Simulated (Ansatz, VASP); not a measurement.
**One calculation of BN, two programs**

```
B N
1.0
     0.00000    1.87769    1.87769
     1.84143    0.03626    1.84143
     1.87769    1.87769    0.00000
B N
1 1
Direct
  0.01592 0.95223 0.01592
  0.73408 0.79777 0.73408
```

Alike in both runs: task single point; functional PBE; k mesh 12 × 12 × 12; occupations gaussian, width 0.02 eV; no spin polarisation.

|  | VASP | Ansatz |
| --- | --- | --- |
| version | VASP 6.6.1 | Ansatz 0.2.0 |
| potentials or method | VASP PAW PBE potentials, release 64 (B, N), cutoff 600 eV | scalar-relativistic, plane waves, PAW |
| valence electrons in the cell | 8 | 8 |

|  | VASP | Ansatz | Ansatz less VASP |
| --- | --- | --- | --- |
| gap on the k mesh at the Fermi level (eV) | 2.55 | 2.56 | +0.010 |
| least direct gap on the mesh (eV) | 6.68 | 6.69 | +0.002 |
| pressure (GPa) | -20.9 | -20.7 | +0.21 |
| traceless stress, the component that is largest in VASP (GPa) | -13.41 | -13.50 | -0.090 |
| rms of the force components (eV/Å) | 1.525 | 1.520 | -0.0049 |

Atom by atom the forces differ by 0.005 eV/Å (rms over components). The functional is the same, so the differences come from potentials, cutoffs and numerics.
